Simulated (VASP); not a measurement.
A run of VASP 6.6.1 is set up as follows.

INCAR

```
SYSTEM = PtS2
PREC     = Accurate       ! precision mode
ENCUT    = 400            ! plane-wave cutoff, eV
EDIFF    = 1E-6           ! SCF threshold, eV
ISMEAR   = 0              ! smearing method
SIGMA    = 0.05           ! smearing width, eV
LREAL    = .False.        ! projectors in reciprocal space
LASPH    = .True.         ! aspherical terms in the spheres
NELM     = 120            ! most SCF steps
ALGO     = Normal         ! electronic algorithm
ISIF     = 2              ! what is computed and relaxed
LWAVE    = .False.        ! write WAVECAR
LCHARG   = .True.         ! write CHGCAR
LDIPOL   = .True.       
IDIPOL   = 3            
DIPOL    = 0.5 0.5 0.370
GGA      = PE             ! functional
IVDW     = 13             ! dispersion correction
LELF     = .True.         ! ELF
LVHAR    = .True.       
LVACPOTAV= .True.       
NBANDS   = 31             ! bands
GGA_COMPAT= .False.      
NELMDL   = -8
```

Contents of KPOINTS:

```
Automatic mesh
0
Gamma
  9 9 1
  0 0 0
```

Contents of POSCAR:

```
PtS2
1.0
    3.5415278079      0.0000000000      0.0000000000
   -1.7707639039      3.0670530498      0.0000000000
    0.0000000000      0.0000000000     22.4670615492
S Pt
4 2
Direct
    0.6666666667      0.3333333333      0.2002932155
    0.3333333333      0.6666666667      0.3104316215
    0.6666666667      1.3333333333      0.4295672264
    1.0000000000      1.0000000000      0.5399063809
    0.0000000000      0.0000000000      0.2557422779
    1.3333333333      1.6666666667      0.4845300444
```

Potentials or basis: VASP PAW PBE potentials, release 64 (S, Pt).

The run is started by

```sh
$ cat potpaw_PBE.64/S/POTCAR potpaw_PBE.64/Pt/POTCAR > POTCAR
$ mpirun -np 1 vasp_std > vasp.out
```

Problem. What does it give for the dispersion energy per atom?

Solution. -0.367 eV.

Problem. Predict the largest force.

Solution. 0.062 eV/Å.

Forces in eV/Å, atoms in the order of the input:
```
S    0.000  0.000  0.052
S    0.000  0.000 -0.059
S    0.000  0.000  0.062
S    0.000  0.000 -0.051
Pt   0.000  0.000 -0.009
Pt   0.000  0.000  0.006
```
